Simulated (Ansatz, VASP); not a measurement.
# TaSi2 in VASP and in Ansatz

The input INCAR:

```
SYSTEM = TaSi2
PREC     = Accurate       ! precision mode
ENCUT    = 520            ! plane-wave cutoff, eV
EDIFF    = 1E-6           ! SCF threshold, eV
ISMEAR   = 0              ! smearing method
SIGMA    = 0.1            ! smearing width, eV
LREAL    = .False.        ! projectors in reciprocal space
LASPH    = .True.         ! aspherical terms in the spheres
NELM     = 80             ! most SCF steps
ALGO     = Normal         ! electronic algorithm
ISIF     = 2              ! what is computed and relaxed
LWAVE    = .False.        ! write WAVECAR
LCHARG   = .True.         ! write CHGCAR
GGA      = PS             ! functional
LELF     = .True.         ! ELF
LVHAR    = .True.       
NBANDS   = 38             ! bands
```

File KPOINTS:

```
Automatic mesh
0
Gamma
  12 12 6
  0 0 0
```

POSCAR

```
TaSi2
1.0
    4.7609902416      0.0000000000      0.0000000000
   -2.3804951208      4.1231384964      0.0000000000
    0.0000000000      0.0000000000      6.5561430355
Ta Si
3 6
Direct
    0.5000000000      0.0000000000      0.0000000000
    0.5000000000      0.5000000000      0.6666666667
    0.0000000000      0.5000000000      0.3333333333
    0.1592827538      0.3185655076      0.0000000000
    0.8407172462      0.1592827538      0.6666666667
    0.6814344924      0.8407172462      0.3333333333
    0.8407172462      0.6814344924      0.0000000000
    0.1592827538      0.8407172462      0.6666666667
    0.3185655076      0.1592827538      0.3333333333
```

Input for Ansatz:

```yaml
crystal:
  lattice:
    - [4.7609902416, 0.0, 0.0]
    - [-2.3804951208, 4.1231384964, 0.0]
    - [0.0, 0.0, 6.5561430355]
  atoms:
    - { symbol: Ta, position: [0.5, 0.0, 0.0] }
    - { symbol: Ta, position: [0.5, 0.5, 0.6666666667] }
    - { symbol: Ta, position: [0.0, 0.5, 0.3333333333] }
    - { symbol: Si, position: [0.1592827538, 0.3185655076, 0.0] }
    - { symbol: Si, position: [0.8407172462, 0.1592827538, 0.6666666667] }
    - { symbol: Si, position: [0.6814344924, 0.8407172462, 0.3333333333] }
    - { symbol: Si, position: [0.8407172462, 0.6814344924, 0.0] }
    - { symbol: Si, position: [0.1592827538, 0.8407172462, 0.6666666667] }
    - { symbol: Si, position: [0.3185655076, 0.1592827538, 0.3333333333] }
basis:
  ecutwfc: 420
kpoints:
  mp_grid: { grid: [12, 12, 6] }
hamiltonian:
  xc: pbesol
scf:
  occupations: { method: gaussian, width: 0.1 }
output:
  forces: true
  stress: true
  eigenvalues: true
```

Alike in both runs: task single point; functional PBEsol; k mesh 12 × 12 × 6; occupations gaussian, width 0.1 eV; no spin polarisation.

```csv
,VASP,Ansatz
version,VASP 6.6.1,Ansatz 0.2.0
potentials or method,"VASP PAW PBE potentials, release 64 (Ta_pv, Si), cutoff 520 eV","scalar-relativistic, plane waves, PAW"
valence electrons in the cell,57,63
```

```tsv
	VASP	Ansatz	Ansatz less VASP
gap on the k mesh at the Fermi level (eV)	none	none	-
pressure (GPa)	0.3	0.0	-0.32
traceless stress, the component that is largest in VASP (GPa)	0.06	0.00	-0.061
```

VASP's potentials were made for PBE, not for PBEsol. A gap of «none» marks a metal or a gap that the smearing closes. VASP's potentials hold 57 valence electrons a cell and Ansatz's 63, so a difference there can come from the potentials and not from the codes.

Spin-orbit coupling is off throughout.
